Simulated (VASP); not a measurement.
Here is a VASP 6.6.1 calculation.

Contents of POSCAR:

```
CdF2
1.0
    0.0000000000      2.6950000000      2.6950000000
    2.6950000000      0.0000000000      2.6950000000
    2.6950000000      2.6950000000      0.0000000000
Cd F
1 2
Direct
    0.0000000000      0.0000000000      0.0000000000
    0.2500000000      0.2500000000      0.2500000000
    0.7500000000      0.7500000000      0.7500000000
```

INCAR.step1

```
  ALGO = Normal
  EDIFF = 1E-5
  EDIFFG = -0.005
  ENCUT = 660
  GGA = PE
  GGA_COMPAT = F
  IBRION = 2
  ISIF = 3
  ISMEAR = 0
  LASPH = T
  LCHARG = F
  LREAL = F
  LWAVE = T
  NELM = 120
  NELMIN = 4
  NSW = 100
  PREC = Accurate
  SIGMA = 0.01
```

File INCAR.step2:

```
  ALGO = Normal
  EDIFF = 1E-7
  EDIFFG = -0.02
  ENCUT = 660
  GGA_COMPAT = F
  IBRION = 2
  ISIF = 3
  ISMEAR = 0
  ISTART = 1
  LASPH = T
  LCHARG = F
  LMIXTAU = T
  LREAL = F
  LWAVE = F
  METAGGA = R2SCAN
  NELM = 120
  NELMIN = 4
  NSW = 80
  PREC = Accurate
  PSTRESS = 100.0
  SIGMA = 0.01
```

Contents of KPOINTS:

```
k-points
0
Gamma
  4 4 4
```

Potentials or basis: VASP PAW PBE potentials, release 64 (Cd, F).

Launch:

```console
$ cat potpaw_PBE.64/Cd/POTCAR potpaw_PBE.64/F/POTCAR > POTCAR
$ cp INCAR.step1 INCAR
$ mpirun -np 1 vasp_std > vasp.out
$ cp INCAR.step2 INCAR
$ mpirun -np 1 vasp_std > vasp.out
```

Question: Predict the relaxed volume.

Answer: 12.20 Å³/atom.

Question: Estimate the band gap on the k mesh.

Answer: 3.99 eV (least direct gap 4.40 eV).

The path:
```csv
step,energy change (eV),largest force (eV/Å),pressure (GPa),volume (Å³)
1,0.0000,0.0000,0.62,39.15
2,0.2209,0.0000,18.19,34.98
3,0.0789,0.0000,9.97,36.61
```

Caveat: the k points lie up to 0.52 Å⁻¹ apart in the final cell; the cell is relaxed towards a set pressure, so the run minimises the enthalpy, not the energy; the PAW data sets were made with another functional, which shifts forces and pressure a little. A k mesh can miss the band edges.
